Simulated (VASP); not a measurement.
# SiF: single point with r2SCAN0

Crystal: SiF.

```
Si F
1.0
     1.35622    0.78301    3.94961
    -1.35622    0.78301    3.94961
     0.00000   -1.56602    3.94961
Si F
1 1
Direct
  0.50000 0.50000 0.50000
  0.00000 0.00000 0.00000
```

```
Program             : VASP 6.6.1
Task                : single point
Functional          : r2SCAN0
Potentials or basis : VASP PAW PBE potentials, release 64 (Si, F)
Cutoff              : 520 eV
k mesh              : 6 × 6 × 6
Occupations         : fermi-dirac, width 0.05 eV
Spin                : no spin polarisation
```

The pressure is -7.4 GPa and the band gap on the k mesh is zero (an odd number of electrons rules out a gap without spin polarisation).

Stress tensor (GPa, compression positive):
```
-7.18  0.00  0.00
 0.00 -7.18  0.00
 0.00  0.00 -7.82
```

Levels at points of the mesh, in eV from the Fermi level:
| k point | band 3 | band 4 | band 5 | band 6 | band 7 | band 8 |
| --- | --- | --- | --- | --- | --- | --- |
| (0.00, 0.00, 0.00) | -7.77 | -4.04 | -4.04 | 5.55 | 10.40 | 13.61 |
| (0.50, 0.00, 0.00) | -6.33 | -4.63 | -4.45 | -2.08 | 5.29 | 8.37 |
| (0.50, 0.50, 0.00) | -7.14 | -5.02 | -4.70 | -1.48 | 7.72 | 8.94 |
| (0.50, 0.50, 0.50) | -4.05 | -4.05 | -3.58 | 1.27 | 13.23 | 13.23 |

Run time: 38 min on 1 thread of Intel(R) Xeon(R) Platinum 8175M CPU @ 2.50GHz (Skylake/Cascade Lake), on a shared host, peak memory 0.19 GiB.

Caveat: the k points lie up to 0.45 Å⁻¹ apart, too coarse for converged energies and pressures of a metal; the PAW data sets were made with another functional, which shifts forces and pressure a little; an odd number of electrons without spin polarisation forces a metal; a magnetic or distorted state may lie lower.
